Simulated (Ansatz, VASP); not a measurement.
# Ru in VASP and in Ansatz

```
Ru
1.0
     2.72116    0.00000    0.00000
    -1.36058    2.35660    0.00000
     0.00000    0.00000    4.29600
Ru
2
Direct
  0.33333 0.66667 0.25000
  0.66667 0.33333 0.75000
```

Alike in both runs: functional PBE; k mesh 18 × 18 × 10; occupations fermi-dirac, width 0.1 eV; no spin polarisation.

Ansatz relaxed the structure, and its values are those at the end. VASP's run is a single point on that final structure, the one shown.

|  | VASP | Ansatz |
| --- | --- | --- |
| version | VASP 6.6.1 | Ansatz 0.2.0 |
| potentials or method | VASP PAW PBE potentials, release 64 (Ru_pv) | PAW with Ansatz's default frozen-core files, scalar-relativistic |
| plane-wave cutoff (eV) | 520 | 420 |
| valence electrons in the cell | 28 | 32 |

Ansatz gave:

| Property | Result |
| --- | --- |
| pressure (GPa) | 0.0 |

Problem. Which values does VASP return?

Solution. Pressure (GPa): -0.1.

The functional is the same, so the differences come from potentials, cutoffs and numerics. VASP's potentials hold 28 valence electrons a cell and Ansatz's 32, so a difference there can come from the potentials and not from the codes.
